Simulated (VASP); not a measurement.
Input of a VASP 6.6.1 run:

POSCAR

```
GaN
1.0
    2.8983926731      0.0000000000      0.0000000000
   -1.4491963365      2.5100816850      0.0000000000
    0.0000000000      0.0000000000      2.6262194078
Ga N
1 1
Direct
    0.6666666667      0.3333333333      0.5000000000
    0.0000000000      0.0000000000      0.0000000000
```

Contents of INCAR.step1:

```
PREC = Accurate
ENCUT = 520
EDIFF = 1E-5
ISMEAR = -1
SIGMA = 0.05
LREAL = False
LASPH = True
NELM = 80
ALGO = Normal
ISIF = 2
LWAVE = True
LCHARG = False
NBANDS = 16
GGA = PE
```

File INCAR.step2:

```
PREC = Accurate
ENCUT = 520
EDIFF = 1E-6
ISMEAR = -1
SIGMA = 0.05
LREAL = False
LASPH = True
NELM = 80
ALGO = Normal
ISIF = 2
LWAVE = False
LCHARG = False
GGA = PS
LHFCALC = True
AEXX = 0.25
PRECFOCK = Normal
NBANDS = 16
ISTART = 1
```

Contents of KPOINTS:

```
Automatic mesh
0
Gamma
  5 5 5
```

Potentials or basis: VASP PAW PBE potentials, release 64 (Ga_d, N).

Command:

```bash
$ cat potpaw_PBE.64/Ga_d/POTCAR potpaw_PBE.64/N/POTCAR > POTCAR
$ cp INCAR.step1 INCAR
$ mpirun -np 1 vasp_std > vasp.out
$ cp INCAR.step2 INCAR
$ mpirun -np 1 vasp_std > vasp.out
```

(1) Estimate the pressure.

(2) What does it give for the band gap on the k mesh?

Answers

(1) 0.7 GPa.

(2) 1.82 eV (least direct gap 3.24 eV).

Caveat: the k points lie up to 0.50 Å⁻¹ apart; the PAW data sets were made with another functional, which shifts forces and pressure a little.
